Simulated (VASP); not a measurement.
Runs of VASP 6.6.1 on GaN. The structure is that of space group P-6m2 (No. 187), or close to it. The cells are those of the table. The cell was built from a structure type or drawn by symmetry, and may not be a known phase.

```csv
task,spin,cell,k mesh,cutoff (eV),gap on the mesh (eV),pressure (GPa)
single point,off,"a = 2.981, b = 2.981, c = 2.683 Å, angles 90.0, 90.0, 120.0°, 2 atoms",24 × 24 × 20,520,none,0.6
single point,"collinear, ferromagnetic start","a = 2.632, b = 2.632, c = 4.376 Å, angles 90.0, 90.0, 120.0°, 2 atoms",6 × 6 × 4,520,none,-2.5
single point,off,"a = 3.003, b = 3.003, c = 2.675 Å, angles 90.0, 90.0, 120.0°, 2 atoms",6 × 6 × 4,520,none,0.7
relaxation of cell and atoms,off,"relaxed from a = 2.632, b = 2.632, c = 4.376 Å, angles 90.0, 90.0, 120.0°, 2 atoms",6 × 6 × 4,600,none,0.0
single point,off,"a = 2.632, b = 2.632, c = 4.376 Å, angles 90.0, 90.0, 120.0°, 2 atoms",6 × 6 × 4,520,none,(a)
```

Alike in all rows: level PBE; potentials or basis VASP PAW PBE potentials, release 64 (Ga_d, N); smearing gaussian 0.1 eV.

Problem. Fill in the values left out.

Solution. (a) -8.3.

Caveats: some runs use coarse meshes.

A k mesh can miss the band edges, and the runs leave out spin-orbit coupling on Ga.

A gap of «none» marks levels without a gap at the run's occupations.
